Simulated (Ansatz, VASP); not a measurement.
**Two plane-wave programs on Be**

```xyz
2
Lattice="-1.5364 1.2593 1.1239 1.2593 -1.5364 1.1239 2.7738 2.7738 -1.6313" Properties=species:S:1:pos:R:3 pbc="T T T"
Be   -1.4200    1.1430    1.1239
Be    0.4331    2.0637    0.3083
```

Alike in both runs: task single point; functional revPBE; k mesh 29 × 29 × 14; occupations fermi-dirac, width 0.1 eV; no spin polarisation.

```csv
,VASP,Ansatz
version,VASP 6.6.1,Ansatz 0.2.0
potentials or method,"VASP PAW PBE potentials, release 64 (Be), cutoff 520 eV","plane waves (420 eV) with PAW, scalar-relativistic"
valence electrons in the cell,4,4
```

Ansatz gave:

| Property | Result |
| --- | --- |
| pressure (GPa) | 0.0 |
| traceless stress, the component that is largest in VASP (GPa) | 0.54 |

Question: Estimate VASP's values.

Answer: Pressure (GPa): 0.0; traceless stress, the component that is largest in VASP (GPa): 0.56.

VASP's potentials were made for PBE, not for revPBE. The functional is the same, so the differences come from potentials, cutoffs and numerics.
